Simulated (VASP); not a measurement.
BeTe, 4 atoms in the cell. It takes space group P6_3/mmc (No. 194, hexagonal). Conventional cell: a = 3.864 Å, b = 3.864 Å, c = 6.003 Å, α = 90.00°, β = 90.00°, γ = 120.00°. Within 3.5 Å of Be (site symmetry -3m) lie 6 Te at 2.69 Å and 2 Be at 3.00 Å. Te (site symmetry -6m2) has 6 Be at 2.69 Å within 3.5 Å. 

* Program: VASP 6.6.1
* Task: single point
* Functional: r2SCAN
* Potentials or basis: VASP PAW PBE potentials, release 64 (Be, Te)
* Cutoff: 520 eV
* k mesh: 6 × 6 × 4
* Occupations: fermi-dirac, width 0.02 eV
* Spin: no spin polarisation
* Dipole correction: no
* Further INCAR settings: ALGO = Normal; EDIFF = 1e-06; NBANDS = 16

Potentials or basis: VASP PAW PBE potentials, release 64 (Be, Te).

Launch:

```bash
$ cat potpaw_PBE.64/Be/POTCAR potpaw_PBE.64/Te/POTCAR > POTCAR
$ cp INCAR.step1 INCAR
$ mpirun -np 1 vasp_std > vasp.out
$ cp INCAR.step2 INCAR
$ mpirun -np 1 vasp_std > vasp.out
```

Hardware: 1 thread of Intel Xeon 8259CL, with other jobs on the host.

How long does it take, and how much memory?

Wall time 3.3 min on 1 thread of Intel Xeon 8259CL (shared host), peak memory 0.22 GiB. Counts: k points 21.
